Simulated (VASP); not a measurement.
# Si2Mo (I4/mmm) in VASP: notebook, part 2 of 3

VASP 6.6.1. Earlier steps stand in the parts before.

### 3 Electric field gradients, PBE (zz strain of +3 %)

Input file INCAR:

```
PREC = Accurate ; ENCUT = 520
EDIFF = 1E-8 ; ISMEAR = -1
SIGMA = 0.03 ; LREAL = False
LASPH = True ; NELM = 80
ALGO = Normal ; ISIF = 2
LWAVE = False ; LCHARG = False
GGA = PE ; LEFG = True
ISYM = 0 ; NBANDS = 18
```

Input file KPOINTS:

```
Automatic mesh
0
Gamma
  12 12 16
```

Input file POSCAR:

```
Si2Mo
1.0
   -1.6000000000      1.6000000000      4.0484150000
    1.6000000000     -1.6000000000      4.0484150000
    1.6000000000      1.6000000000     -4.0484150000
Si Mo
2 1
Direct
    0.3330000000      0.3330000000      0.0000000000
    0.6670000000      0.6670000000      0.0000000000
    0.0000000000      0.0000000000      0.0000000000
```

Potentials or basis: VASP PAW PBE potentials, release 64 (Si, Mo_sv).

Started as:

```bash
$ cat potpaw_PBE.64/Si/POTCAR potpaw_PBE.64/Mo_sv/POTCAR > POTCAR
$ mpirun -np 1 vasp_std > vasp.out
```

OUTCAR:

```text
PREC = Accurate
   ENCUT = 520
   EDIFF = 1E-8
   ISMEAR = -1
   LREAL = False
   LASPH = True
   NELM = 80
   ISIF = 2
   GGA = PE
   ISYM = 0

 ion  position               nearest neighbor table
   1  0.333  0.333  0.000-   2 2.63   2 2.63   2 2.63   2 2.63   3 2.64   3 2.64   3 2.64   3 2.64
                             3 2.70   2 2.70
   2  0.667  0.667  0.000-   1 2.63   1 2.63   1 2.63   1 2.63   3 2.64   3 2.64   3 2.64   3 2.64
                             3 2.70   1 2.70
   3  0.000  0.000  0.000-   2 2.64   2 2.64   1 2.64   2 2.64   1 2.64   1 2.64   2 2.64   1 2.64
                             1 2.70   2 2.70

IMPORTANT INFORMATION: All symmetrisations will be switched off!
NOSYMM: (Re-)initialisation of all symmetry stuff for point group C_1.

----------------------------------------------------------------------------------------

                                     Primitive cell

  volume of cell :      41.4558

  direct lattice vectors                    reciprocal lattice vectors
    -1.600000000  1.600000000  4.048415000     0.000000000  0.312500000  0.123505125
     1.600000000 -1.600000000  4.048415000     0.312500000  0.000000000  0.123505125
     1.600000000  1.600000000 -4.048415000     0.312500000  0.312500000  0.000000000

  length of vectors
     4.637851228  4.637851228  4.637851228     0.336020484  0.336020484  0.441941738

  position of ions in fractional coordinates (direct lattice)
     0.333000000  0.333000000  0.000000000
     0.667000000  0.667000000  0.000000000
     0.000000000  0.000000000  0.000000000

  ion indices of the primitive-cell ions
   primitive index   ion index
                 1           1
                 2           2
                 3           3

----------------------------------------------------------------------------------------

 KPOINTS: Automatic mesh

Automatic generation of k-mesh.
 Grid dimensions read from file:
 generate k-points for:   12   12   16

 Generating k-lattice:

  Cartesian coordinates                     Fractional coordinates (reciprocal lattice)
     0.000000000  0.026041667  0.010292094     0.083333333  0.000000000 -0.000000000
     0.026041667  0.000000000  0.010292094     0.000000000  0.083333333 -0.000000000
     0.019531250  0.019531250  0.000000000     0.000000000  0.000000000  0.062500000

  Length of vectors
     0.028001707  0.028001707  0.027621359

  Shift w.r.t. Gamma in fractional coordinates (k-lattice)
     0.000000000  0.000000000  0.000000000

 -----------------------------------------------------------------------------
|                                                                             |
|           W    W    AA    RRRRR   N    N  II  N    N   GGGG   !!!           |
|           W    W   A  A   R    R  NN   N  II  NN   N  G    G  !!!           |
|           W    W  A    A  R    R  N N  N  II  N N  N  G       !!!           |
[... 76 lines left out ...]
   TEBEG  =    0.0;   TEEND  =   0.0 temperature during run
   PSTRESS=    0.0 pullay stress
   NELECT =      22.0000    total number of electrons
   NUPDOWN=      -1.0000    fix difference up-down
   EMIN   =  10.00;   EMAX   =-10.00  energy-range for DOS
   EFERMI =   0.00;   METHOD = LEGACY
   ISMEAR =    -1;   SIGMA  =   0.03  broadening in eV -4-tet -1-fermi 0-gaus
   EFERMI_NEDOS =   21; number of points for ismear=-14 and -15
   IALGO  =     38    algorithm
   IMIX   =      4    mixing-type and parameters
     AMIX     =   0.40;   BMIX     =  1.00
     AMIX_MAG =   1.60;   BMIX_MAG =  1.00
  volume/ion in A,a.u.               =      13.82        93.25
  Fermi-wavevector in a.u.,A,eV,Ry     =   1.325422  2.504684 23.901934  1.756743
  Thomas-Fermi vector in A             =   2.454884
   LORBIT       =      0    0 simple, 1 ext, 2 COOP (PROOUT), +10 PAW based schemes
   GGA     = PE    functional components
   LHFCALC =     F    Hartree Fock is set to
   AEXX    =    0.0000 exact exchange contribution
   IVDW    =     0    specifies the selected vdW correction
   LEPSILON=     F    determine dielectric tensor
   LRPA    =     F    only Hartree local field effects (RPA)
 non-spin polarized calculation
  energy-cutoff  :      520.00
  volume of cell :       41.46
 maximum number of plane-waves:      1136
   NGX = 17   NGY = 17   NGZ = 17

 number of electron      22.0000001 magnetization

 Free energy of the ion-electron system (eV)
  ---------------------------------------------------
  ext. energy  EPLUGINS =         0.00000000
  ---------------------------------------------------
  free energy    TOTEN  =       -23.21172124 eV

  energy without entropy =      -23.21090381  energy(sigma->0) =      -23.21131253

 E-fermi :  11.9151     XC(G=0): -12.2912

 val. band max:       11.9074905041   @ k =   0.5000   0.4167   0.3750
 cond. band min:      11.9428971819   @ k =   0.4167  -0.3333   0.3750
 fundamental gap:      0.0354066777
 Fermi energy:        11.9151288373

 k-point     1 :       0.0000    0.0000    0.0000
  band No.  band energies     occupation
      1     -48.9279      2.00000
      2     -23.0917      2.00000
      3     -22.9657      2.00000
      4     -22.9654      2.00000
      5      -1.4150      2.00000
      6       5.6415      2.00000
[... 481 lines left out ...]
      5       1.0367      2.00000
      6       4.3066      2.00000
[... 10 lines left out ...]
     17      19.1987      0.00000
     18      20.1431      0.00000

 [... further k-points ...]

------------------------ aborting loop because EDIFF is reached ----------------------------------------

  FORCE on cell =-STRESS in cart. coord.  units (eV):
  Direction    XX          YY          ZZ          XY          YZ          ZX
  --------------------------------------------------------------------------------------
  -------------------------------------------------------------------------------------
  Total        0.0152238      0.0152238     -3.1115725     -0.0001213     -0.0013329     -0.0013329
  in kB        0.5883694      0.5883675   -120.2556594     -0.0046878     -0.0515135     -0.0515135
  external PRESSURE =     -39.6929741 kB  Pullay stress =       0.0000000 kB

 VOLUME and BASIS-vectors are now :
 -----------------------------------------------------------------------------
  energy-cutoff  :      520.00
  volume of cell :       41.46
      direct lattice vectors                 reciprocal lattice vectors
    -1.600000000  1.600000000  4.048415000     0.000000000  0.312500000  0.123505125
     1.600000000 -1.600000000  4.048415000     0.312500000  0.000000000  0.123505125
     1.600000000  1.600000000 -4.048415000     0.312500000  0.312500000  0.000000000

 POSITION                                       TOTAL-FORCE (eV/Angst)
 -----------------------------------------------------------------------------------
      0.00000      0.00000      2.69624         0.000375      0.000375      0.340273
      0.00000      0.00000      5.40059        -0.000375     -0.000375     -0.340273
      0.00000      0.00000      0.00000        -0.000000     -0.000000      0.000000
 -----------------------------------------------------------------------------------
    total drift:                               -0.000000     -0.000000     -0.000000

  FREE ENERGIE OF THE ION-ELECTRON SYSTEM (eV)
  ---------------------------------------------------
  free  energy   TOTEN  =       -23.2117212427 eV

  energy  without entropy=      -23.2109038150  energy(sigma->0) =      -23.21131253

 Electric field gradients (V/A^2)
---------------------------------------------------------------------
 ion       V_xx      V_yy      V_zz      V_xy      V_xz      V_yz
---------------------------------------------------------------------
   1       3.122     3.122    -6.243     0.003    -0.002    -0.002
   2       3.122     3.122    -6.243     0.003    -0.002    -0.002
   3      11.172    11.172   -22.343    -0.131    -0.027    -0.027
---------------------------------------------------------------------

 Electric field gradients after diagonalization (V/A^2)
 (convention: |V_zz| > |V_xx| > |V_yy|)
----------------------------------------------------------------------
 ion       V_xx      V_yy      V_zz     asymmetry (V_yy - V_xx)/ V_zz
----------------------------------------------------------------------
   1       3.125     3.119    -6.243       0.001
   2       3.125     3.119    -6.243       0.001
   3      11.303    11.040   -22.343       0.012
----------------------------------------------------------------------

           NMR quadrupolar parameters

 Cq : quadrupolar parameter    Cq=e*Q*V_zz/h
 eta: asymmetry parameters     (V_yy - V_xx)/ V_zz
 Q  : nuclear electric quadrupole moment in mb (millibarn)
----------------------------------------------------------------------
 ion       Cq(MHz)       eta       Q (mb)
----------------------------------------------------------------------
   1      -0.015       0.001       1.000
   2      -0.015       0.001       1.000
   3      -0.054       0.012       1.000
----------------------------------------------------------------------
```

OSZICAR:

```text
N       E                     dE             d eps       ncg     rms          rms(c)
DAV:   1     0.119546153488E+03    0.11955E+03   -0.11249E+04 41624   0.116E+03
DAV:   2    -0.210308806468E+02   -0.14058E+03   -0.13778E+03 49610   0.296E+02
DAV:   3    -0.241229738980E+02   -0.30921E+01   -0.30580E+01 52046   0.390E+01
DAV:   4    -0.241408956770E+02   -0.17922E-01   -0.17890E-01 48798   0.322E+00
DAV:   5    -0.241410213941E+02   -0.12572E-03   -0.12571E-03 49030   0.284E-01    0.198E+01
DAV:   6    -0.234071778042E+02    0.73384E+00   -0.64979E+00 43940   0.160E+01    0.425E+00
DAV:   7    -0.232501720302E+02    0.15701E+00   -0.11709E+00 43364   0.618E+00    0.416E+00
DAV:   8    -0.232127540485E+02    0.37418E-01   -0.11483E-01 44972   0.244E+00    0.495E-01
DAV:   9    -0.232118001039E+02    0.95394E-03   -0.24995E-03 51436   0.384E-01    0.260E-01
DAV:  10    -0.232117391534E+02    0.60950E-04   -0.68301E-04 45866   0.213E-01    0.578E-02
DAV:  11    -0.232117265555E+02    0.12598E-04   -0.22977E-04 44898   0.110E-01    0.460E-02
DAV:  12    -0.232117218879E+02    0.46675E-05   -0.28553E-05 44348   0.374E-02    0.967E-03
DAV:  13    -0.232117215315E+02    0.35646E-06   -0.65322E-07 46076   0.682E-03    0.264E-03
DAV:  14    -0.232117212618E+02    0.26967E-06   -0.13139E-07 46476   0.220E-03    0.845E-04
DAV:  15    -0.232117212371E+02    0.24697E-07   -0.26469E-09 23666   0.360E-04    0.688E-04
DAV:  16    -0.232117212427E+02   -0.56152E-08   -0.48435E-10 22892   0.168E-04
   1 F= -.23211721E+02 E0= -.23211313E+02  d E =-.817428E-03
```

Wall time 9.8 min (1 thread of Intel Xeon 6975P-C (Granite Rapids), shared host); peak memory 0.86 GiB.

Results:

```yaml
Free_energy: -23.2117 eV
Pressure: -4.0 GPa
Largest_force: 0.340 eV/Å
Band_gap_on_the_k_mesh: zero (band 11 reaches 12.44 eV, above the bottom of band 12 at 11.50 eV)
```

Forces in eV/Å, atoms in the order of the input:
```
Si   0.000  0.000  0.340
Si   0.000  0.000 -0.340
Mo   0.000  0.000  0.000
```

Stress tensor (GPa, compression positive):
```
  0.06   0.00  -0.01
  0.00   0.06  -0.01
 -0.01  -0.01 -12.03
```

Levels at points of the mesh, in eV from the Fermi level:
| k point | band 8 | band 9 | band 10 | band 11 | band 12 | band 13 | band 14 | band 15 |
| --- | --- | --- | --- | --- | --- | --- | --- | --- |
| (0.00, 0.00, 0.00) | -2.99 | -2.52 | -2.52 | 0.47 | 3.00 | 3.16 | 3.67 | 3.69 |
| (0.50, 0.00, 0.00) | -4.50 | -2.63 | -2.35 | -0.47 | 2.19 | 3.06 | 3.60 | 3.82 |
| (0.00, 0.50, 0.00) | -4.50 | -2.63 | -2.35 | -0.47 | 2.19 | 3.06 | 3.60 | 3.82 |
| (0.50, 0.50, 0.00) | -5.35 | -4.41 | -3.19 | -1.17 | 2.28 | 2.45 | 2.55 | 2.80 |
| (0.00, 0.00, 0.50) | -5.35 | -4.41 | -3.19 | -1.17 | 2.28 | 2.45 | 2.55 | 2.80 |
| (0.50, 0.00, 0.50) | -4.50 | -2.63 | -2.35 | -0.47 | 2.19 | 3.06 | 3.60 | 3.82 |
| (0.00, 0.50, 0.50) | -4.50 | -2.63 | -2.35 | -0.47 | 2.19 | 3.06 | 3.60 | 3.82 |
| (0.50, 0.50, 0.50) | -2.26 | -0.65 | -0.65 | -0.41 | -0.41 | 0.58 | 3.92 | 4.64 |

Electric field gradients, principal values (V/Å²):
```csv
atom,least,middle,greatest (by size)
1 Si,3.119,3.125,-6.243
2 Si,3.119,3.125,-6.243
3 Mo,11.040,11.303,-22.343
```

Caveat: the cell differs from its parent crystal (zz strain of +3 %); without QUAD_EFG the Cq values of the log hold for a quadrupole moment of 1 mb, not for the nuclei.

(Part 2 of 3 ends here.)
